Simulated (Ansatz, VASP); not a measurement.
Two plane-wave programs on CsSi6P8

```
Cs Si P
1.0
     0.00000    5.48227    5.48227
     5.48227    0.00000    5.48227
     5.48227    5.48227    0.00000
Cs Si P
1 6 8
Cartesian
  5.4823 5.4823 5.4823
  2.7411 5.4823 2.7411
  0.0000 2.7411 2.7411
  2.7411 2.7411 0.0000
  2.7411 0.0000 2.7411
  5.4823 2.7411 2.7411
  2.7411 2.7411 5.4823
  6.9468 9.5000 6.9468
  1.4645 1.4645 1.4645
  9.5000 9.5000 9.5000
  1.4645 4.0177 4.0177
  6.9468 6.9468 9.5000
  9.5000 6.9468 6.9468
  4.0177 4.0177 1.4645
  4.0177 1.4645 4.0177
```

Alike in both runs: functional PBE; k mesh 4 × 4 × 4; occupations gaussian, width 0.1 eV; no spin polarisation.

Ansatz relaxed the structure, and its values are those at the end. VASP's run is a single point on that final structure, the one shown.

|  | VASP | Ansatz |
| --- | --- | --- |
| version | VASP 6.6.1 | Ansatz 0.2.0 |
| potentials or method | VASP PAW PBE potentials, release 64 (Cs_sv, Si, P), cutoff 520 eV | scalar-relativistic, plane waves, PAW |
| valence electrons in the cell | 73 | 73 |

```tsv
	VASP	Ansatz	Ansatz less VASP
gap on the k mesh at the Fermi level (eV)	none	none	-
pressure (GPa)	0.2	0.3	+0.09
```

A gap of «none» marks a metal or a gap that the smearing closes. The functional is the same, so the differences come from potentials, cutoffs and numerics.

Spin-orbit coupling is off throughout.
